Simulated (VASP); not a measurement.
Input of a VASP 6.6.1 run:

The input POSCAR:

```
SnSe
1.0
    4.2210475078      0.0000000000      0.0000000000
    0.0000000000      4.2210475078      0.0000000000
    0.0000000000      0.0000000000     10.8258317480
Sn Se
2 2
Direct
    0.5000000000      0.0000000000      0.3722291100
    0.0000000000      0.5000000000      0.6277708900
    0.5000000000      0.0000000000      0.6160394900
    0.0000000000      0.5000000000      0.3839605100
```

The input INCAR.step1:

```
ALGO = Normal ; EDIFF = 1E-4
ENCUT = 520 ; GGA = PE
ISMEAR = 0 ; LASPH = True
LCHARG = False ; LREAL = False
LWAVE = True ; NBANDS = 28
NELM = 100 ; PREC = Accurate
SIGMA = 0.05
```

Contents of INCAR.step2:

```
ALGO = Normal ; EDIFF = 1E-6
ENCUT = 520 ; ISIF = 2
ISMEAR = 0 ; ISTART = 1
LASPH = True ; LCHARG = False
LMIXTAU = True ; LREAL = False
LWAVE = False ; METAGGA = R2SCAN
NBANDS = 28 ; NELM = 100
PREC = Accurate ; SIGMA = 0.05
```

The input KPOINTS:

```
k-points
0
Gamma
  6 6 4
```

Potentials or basis: VASP PAW PBE potentials, release 64 (Sn_d, Se).

Run with:

```console
$ cat potpaw_PBE.64/Sn_d/POTCAR potpaw_PBE.64/Se/POTCAR > POTCAR
$ cp INCAR.step1 INCAR
$ mpirun -np 1 vasp_std > vasp.out
$ cp INCAR.step2 INCAR
$ mpirun -np 1 vasp_std > vasp.out
```

Question: Estimate the largest force.

Answer: 0.361 eV/Å.

Question: What does it give for the band gap on the k mesh?

Answer: 1.65 eV (least direct gap 1.71 eV).

Forces on the atoms (eV/Å):
```
Sn   0.000  0.000 -0.361
Sn   0.000  0.000  0.361
Se   0.000  0.000  0.266
Se   0.000  0.000 -0.266
```

Caveat: the cell differs from its parent crystal (strain -0.015 along x and y, -0.015 along z); there is no dipole correction, which matters where the two faces differ; the PAW data sets were made with another functional, which shifts forces and pressure a little; spin-orbit coupling is left out, which moves the levels of the heavy elements.
